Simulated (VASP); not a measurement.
Runs of VASP 6.6.1 on ZnO. The structure is that of space group P6_3mc (No. 186), or close to it. The cells are those of the table. 

```tsv
potentials or basis	cell	cutoff (eV)	gap on the mesh (eV)	pressure (GPa)	largest force (eV/Å)
VASP PAW PBE potentials, release 64 (Zn, O_h)	a = 3.249, b = 3.249, c = 5.204 Å, angles 90.0, 90.0, 120.0°, 4 atoms	910	0.79	5.7	0.03
VASP PAW PBE potentials, release 64 (Zn, O)	a = 3.260, b = 3.260, c = 5.221 Å, angles 90.0, 90.0, 120.0°, 4 atoms	520	0.78	4.5	0.03
VASP PAW PBE potentials, release 64 (Zn, O)	a = 3.292, b = 3.292, c = 5.272 Å, angles 90.0, 90.0, 120.0°, 4 atoms	520	0.73	(a)	0.03
VASP PAW PBE potentials, release 64 (Zn, O)	a = 3.249, b = 3.249, c = 5.152 Å, angles 90.0, 90.0, 120.0°, 4 atoms	520	(b)	7.6	0.07
VASP PAW PBE potentials, release 64 (Zn, O)	a = 3.217, b = 3.217, c = 5.204 Å, angles 90.0, 90.0, 120.0°, 4 atoms	520	0.80	9.3	0.14
```

Alike in all rows: task electric field gradients; level PBE; no spin polarisation; k mesh 11 × 11 × 6; smearing fermi-dirac 0.02 eV.

**Question.** Estimate the missing entries.

**Answer.** (a) 0.4; (b) 0.82.

Caveats: the cell stands under pressure (at least some runs); the cutoff is under 1.25 times the usual one of these potentials, so pressure, stress and relaxed cells hold a basis-set (Pulay) error (at least some runs).

